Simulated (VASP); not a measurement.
Set up this calculation in VASP 6.6.1, as the native input.

```
Task                   : single point
Functional             : PBE
Potentials or basis    : VASP PAW PBE potentials, release 64 (La)
Cutoff                 : 520 eV
k mesh                 : 12 × 12 × 12
Occupations            : fermi-dirac, width 0.0612256 eV
Spin                   : no spin polarisation
Dipole correction      : no
Further INCAR settings : ALGO = Normal; EDIFF = 1e-06; NBANDS = 12
```

The structure of La lies in POSCAR:

```
La
1.0
   -2.0858305957      2.0858305957      2.0858305957
    2.0858305957     -2.0858305957      2.0858305957
    2.0858305957      2.0858305957     -2.0858305957
La
1
Direct
    0.0000000000      0.0000000000      0.0000000000
```

This isn't the form of La at room conditions, which is double hcp.

One way to write it, as run:

INCAR

```
ALGO = Normal ; EDIFF = 1E-6
ENCUT = 520 ; GGA = PE
ISIF = 2 ; ISMEAR = -1
LASPH = T ; LCHARG = F
LREAL = F ; LWAVE = F
NBANDS = 12 ; NELM = 80
PREC = Accurate ; SIGMA = 0.06122561905347299
```

KPOINTS

```
k-points
0
Gamma
  12 12 12
```

Potentials or basis: VASP PAW PBE potentials, release 64 (La).

The run is started by

```sh
$ cat potpaw_PBE.64/La/POTCAR > POTCAR
$ mpirun -np 1 vasp_std > vasp.out
```

Results of the run:

```yaml
Pressure: 1.3 GPa
Band_gap_on_the_k_mesh: zero (an odd number of electrons rules out a gap without spin polarisation)
```

Caveat: spin-orbit coupling is left out, which moves the levels of the heavy elements.

Wall time 32 s on 1 thread of Intel(R) Xeon(R) Platinum 8488C (Sapphire Rapids), with other jobs on the host, peak memory 0.19 GiB.
